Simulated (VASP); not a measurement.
GaSi:

```xyz
4
Lattice="1.8254 -4.8164 0.0000 1.8254 4.8164 0.0000 0.0000 0.0000 3.6261" Properties=species:S:1:pos:R:3 pbc="T T T"
Ga    1.8254   -3.4100    2.7196
Ga    1.8254    3.4100    0.9065
Si    1.8254   -0.4816    2.7196
Si    1.8254    0.4816    0.9065
```

```yaml
Program: VASP 6.6.1
Task: relaxation of cell and atoms
Functional: PBE
Potentials_or_basis: VASP PAW PBE potentials, release 64 (Ga_d, Si)
Cutoff: 600 eV
k_mesh: 6 × 6 × 6
Occupations: gaussian, width 0.1 eV
Spin: no spin polarisation
```

At the start: pressure 22.1 GPa; volume 15.94 Å³/atom.

How do energy, volume and symmetry change on relaxing?

Over 41 steps the energy falls by 470.0 meV/atom and the volume is 17.82 Å³/atom (+11.8 %); space group Cmcm (No. 63, to 0.05 Å).

Step by step:
```csv
step,energy change (eV),largest force (eV/Å),pressure (GPa),volume (Å³)
1,0.0000,4.9419,22.13,63.76
3,-1.5747,0.6623,-1.98,76.78
5,-1.6547,0.4613,-1.26,74.73
7,-1.6973,0.1647,0.49,71.55
9,-1.7055,0.1352,0.06,72.00
11,-1.7224,0.4290,-2.44,74.39
13,-1.7292,0.2964,-1.75,73.65
15,-1.7457,0.3416,-1.83,73.70
17,-1.7674,0.4357,-1.57,73.34
19,-1.7911,0.1906,1.78,69.89
21,-1.7996,0.1285,0.48,71.17
23,-1.8075,0.1353,-0.64,72.90
25,-1.8144,0.1210,0.14,72.32
27,-1.8169,0.0721,-0.05,72.33
29,-1.8204,0.2371,0.20,71.33
31,-1.8236,0.1349,0.03,71.61
33,-1.8626,0.1668,0.16,71.18
35,-1.8704,0.2080,-0.03,70.94
37,-1.8752,0.1280,0.02,70.81
39,-1.8794,0.0264,0.37,70.86
41,-1.8801,0.0187,0.06,71.27
```

Final structure:
```yaml
crystal:
  lattice:
    - [1.89506, -5.34324, 0.00000]
    - [1.89506, 5.34324, 0.00000]
    - [0.00000, 0.00000, 3.51908]
  atoms:
    - { symbol: Ga, position: [0.83785, 0.16215, 0.75000] }
    - { symbol: Ga, position: [0.16215, 0.83785, 0.25000] }
    - { symbol: Si, position: [0.57989, 0.42011, 0.75000] }
    - { symbol: Si, position: [0.42011, 0.57989, 0.25000] }
```
